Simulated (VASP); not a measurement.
A run of VASP 6.6.1 is set up as follows.

The input INCAR:

```
ALGO = Normal ; EDIFF = 1E-6
ENCUT = 520 ; GGA = RE
ISIF = 2 ; ISMEAR = -1
LASPH = True ; LCHARG = True
LELF = True ; LREAL = False
LVHAR = True ; LWAVE = False
NBANDS = 17 ; NELM = 60
PREC = Accurate ; SIGMA = 0.05
```

The input KPOINTS:

```
k-points
0
Gamma
  8 8 4
```

The input POSCAR:

```
Ca
1.0
    3.9800000000      0.0000000000      0.0000000000
   -1.9900000000      3.4467811071      0.0000000000
    0.0000000000      0.0000000000      6.5200000000
Ca
2
Direct
    0.6666666667      0.3333333333      0.7500000000
    0.3333333333      0.6666666667      0.2500000000
```

Potentials or basis: VASP PAW PBE potentials, release 64 (Ca_sv).

The run is started by

```bash
$ cat potpaw_PBE.64/Ca_sv/POTCAR > POTCAR
$ mpirun -np 1 vasp_std > vasp.out
```

Estimate the pressure.

-0.2 GPa.

Predict the band gap on the k mesh.

zero (band 10 reaches 2.14 eV, above the bottom of band 11 at 1.59 eV).

Stress tensor (GPa, compression positive):
```
-0.29  0.00  0.00
 0.00 -0.29  0.00
 0.00  0.00 -0.03
```

Caveat: the PAW data sets were made with another functional, which shifts forces and pressure a little.
